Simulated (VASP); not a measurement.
Input of a VASP 6.6.1 run:

Contents of POSCAR:

```
BP
1.0
    0.0000000000      2.4505200000      2.2690000000
    2.4505200000      0.0000000000      2.2690000000
    2.4505200000      2.4505200000      0.0000000000
B P
1 1
Direct
    0.0000000000      0.0000000000      0.0000000000
    0.7500000000      0.7500000000      0.7500000000
```

INCAR.step1

```
SYSTEM = BP
  ALGO = Normal
  EDIFF = 1E-4
  ENCUT = 520
  GGA = PE
  ISMEAR = 0
  LASPH = .TRUE.
  LCHARG = .FALSE.
  LREAL = .FALSE.
  LWAVE = .TRUE.
  NBANDS = 11
  NELM = 80
  PREC = Accurate
  SIGMA = 0.05
```

INCAR.step2

```
SYSTEM = BP
  ALGO = Normal
  EDIFF = 1E-6
  ENCUT = 520
  ISIF = 2
  ISMEAR = 0
  ISTART = 1
  LASPH = .TRUE.
  LCHARG = .FALSE.
  LMIXTAU = .TRUE.
  LREAL = .FALSE.
  LWAVE = .FALSE.
  METAGGA = R2SCAN
  NBANDS = 11
  NELM = 80
  PREC = Accurate
  SIGMA = 0.05
```

File KPOINTS:

```
k-points
0
G
  10 10 10
  0 0 0
```

Potentials or basis: VASP PAW PBE potentials, release 64 (B, P).

Command:

```console
$ cat potpaw_PBE.64/B/POTCAR potpaw_PBE.64/P/POTCAR > POTCAR
$ cp INCAR.step1 INCAR
$ mpirun -np 1 vasp_std > vasp.out
$ cp INCAR.step2 INCAR
$ mpirun -np 1 vasp_std > vasp.out
```

(1) Predict the pressure.

(2) Predict the band gap on the k mesh.

Answers

(1) -19.8 GPa.

(2) 0.54 eV, indirect (least direct gap 2.71 eV).

Caveat: the cell differs from its parent crystal (strain +0.080 along x and y, +0.000 along z); the PAW data sets were made with another functional, which shifts forces and pressure a little.
